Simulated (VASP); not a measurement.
Wanted: the native input for a VASP 6.6.1 run.

```yaml
Task: single point
Functional: LDA
Potentials_or_basis: VASP PAW LDA potentials, release 64 (Sn_d)
Cutoff: 520 eV
k_mesh: 7 × 7 × 7
Occupations: fermi-dirac, width 0.05 eV
Spin: non-collinear spin, zero start, spin-orbit coupling
Starting_moments: "[[0.0, 0.0, 0.0], [0.0, 0.0, 0.0]] μB"
Dipole_correction: no
Further_INCAR_settings: ALGO = Normal; EDIFF = 1e-06; NBANDS = 40
```

The structure of Sn lies in POSCAR:

```
Sn
1.0
   -2.9401404553      2.9401404553      1.5993019889
    2.9401404553     -2.9401404553      1.5993019889
    2.9401404553      2.9401404553     -1.5993019889
Sn
2
Direct
    0.0000000000      0.0000000000      0.0000000000
    0.7500000000      0.2500000000      0.5000000000
```

The input as run:

INCAR

```
PREC     = Accurate       # precision mode
ENCUT    = 520            # plane-wave cutoff, eV
EDIFF    = 1E-6           # SCF threshold, eV
ISMEAR   = -1             # smearing method
SIGMA    = 0.05           # smearing width, eV
LREAL    = F              # projectors in reciprocal space
LASPH    = T              # aspherical terms in the spheres
NELM     = 150            # most SCF steps
ALGO     = Normal         # electronic algorithm
ISIF     = 2              # what is computed and relaxed
LWAVE    = F              # write WAVECAR
LCHARG   = F              # write CHGCAR
MAGMOM   = 0 0 0 0 0 0    # initial moments
LORBIT   = 11             # projections on sites
LSORBIT  = T              # spin-orbit coupling
GGA_COMPAT= F            
LORBMOM  = T            
NBANDS   = 40             # bands
```

KPOINTS

```
regular mesh
0
Gamma
  7 7 7
```

Potentials or basis: VASP PAW LDA potentials, release 64 (Sn_d).

Run with:

```sh
$ cat potpaw_LDA.64/Sn_d/POTCAR > POTCAR
$ mpirun -np 1 vasp_ncl > vasp.out
```

It gave:

```
Pressure                                              : -3.0 GPa
Net moment                                            : 0.00 μB per cell
Valence electrons inside the program's atomic spheres : Sn 12.23
```

Caveat: the cell stands under tension.

It took 8.5 min on 1 thread of Intel Xeon 8259CL, on a shared host, peak memory 0.32 GiB.
